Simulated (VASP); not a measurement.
Input of a VASP 6.6.1 run:

Contents of INCAR:

```
SYSTEM = Ba
PREC     = Accurate       ! precision mode
ENCUT    = 520            ! plane-wave cutoff, eV
EDIFF    = 1E-6           ! SCF threshold, eV
ISMEAR   = -1             ! smearing method
SIGMA    = 0.1            ! smearing width, eV
LREAL    = .False.        ! projectors in reciprocal space
LASPH    = .True.         ! aspherical terms in the spheres
NELM     = 60             ! most SCF steps
ALGO     = Normal         ! electronic algorithm
ISIF     = 2              ! what is computed and relaxed
LWAVE    = .False.        ! write WAVECAR
LCHARG   = .False.        ! write CHGCAR
GGA      = RP             ! functional
NBANDS   = 22             ! bands
```

Contents of KPOINTS:

```
regular mesh
0
Gamma
  6 6 8
  0 0 0
```

POSCAR

```
Ba
1.0
    7.6891167731      0.0000000000      0.0000000000
   -3.8445583865      6.6589704582      0.0000000000
    0.0000000000      0.0000000000      4.5681056652
Ba
3
Direct
    1.0000000000      0.0000000000      1.0000000000
    0.3333333333      0.6666666667      0.5000000000
    0.6666666667      0.3333333333      0.5000000000
```

Potentials or basis: VASP PAW PBE potentials, release 64 (Ba_sv).

Launch:

```bash
$ cat potpaw_PBE.64/Ba_sv/POTCAR > POTCAR
$ mpirun -np 1 vasp_std > vasp.out
```

Problem. Predict the pressure.

Solution. -0.7 GPa.

Problem. Predict the band gap on the k mesh.

Solution. Zero (bands 15 and 16 overlap by 0.45 eV).

Caveat: the PAW data sets were made with another functional, which shifts forces and pressure a little; spin-orbit coupling is left out, which moves the levels of the heavy elements.
